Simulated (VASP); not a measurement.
Crystal: AlN.

```
Al N
1.0
     0.00000    2.13941    2.13941
     2.13941    0.00000    2.13941
     2.13941    2.13941    0.00000
Al N
1 1
Cartesian
  0.0000 0.0000 0.0000
  1.0697 1.0697 1.0697
```

Base run:

| Property | Result |
| --- | --- |
| Program | VASP 6.6.1 |
| Functional | r2SCAN |
| Dispersion | D3(BJ) |
| Potentials or basis | VASP PAW PBE potentials, release 64 (Al, N) |
| Cutoff | 520 eV |
| k mesh | 10 × 10 × 10 |
| Occupations | fermi-dirac, width 0.05 eV |
| Spin | no spin polarisation |

Its results: band gap on the k mesh 3.98 eV, indirect (least direct gap 5.48 eV); pressure 12.4 GPa.

Q: The run is repeated on the same cell with these changes: functional from r2SCAN to RPBE; cutoff from 520 eV to 600 eV. What comes out?

A: Band gap on the k mesh 3.39 eV, indirect (least direct gap 4.79 eV); pressure -0.9 GPa.

r2SCAN gives the wider gap, since meta-GGAs in the generalised Kohn-Sham scheme recover part of the derivative discontinuity.

Caveats: the PAW data sets were made with another functional, which shifts forces and pressure a little.

A k mesh can miss the band edges.
